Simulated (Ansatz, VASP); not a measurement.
One calculation of GaP, two programs

```
Ga P
1.0
     0.00000    2.72525    2.72525
     2.72525    0.00000    2.72525
     2.72525    2.72525    0.00000
Ga P
1 1
Cartesian
  0.0000 0.0000 0.0000
  4.0879 4.0879 4.0879
```

Alike in both runs: task relaxation of cell and atoms; functional PBE; k mesh 8 × 8 × 8; occupations fermi-dirac, width 0.05 eV; no spin polarisation.

|  | VASP | Ansatz |
| --- | --- | --- |
| version | VASP 6.6.1 | Ansatz 0.2.0 |
| potentials or method | VASP PAW PBE potentials, release 54 (Ga, P) | Ansatz PAW |
| plane-wave cutoff (eV) | 580 | 420 |
| valence electrons in the cell | 8 | 18 |

```tsv
	VASP	Ansatz	Ansatz less VASP
gap on the k mesh at the Fermi level, each at its own relaxed structure (eV)	1.52	1.58	+0.066
relaxed volume (Å³/atom)	21.18	20.85	-0.327
relaxed cell length with the largest relative difference (Å)	3.913	3.893	-0.0202
```

VASP's potentials hold 8 valence electrons a cell and Ansatz's 18, so a difference there can come from the potentials and not from the codes.

Noted on Ansatz's run: the plane-wave basis is chosen anew once the cell has moved, so the energies of steps on either side of that aren't comparable.
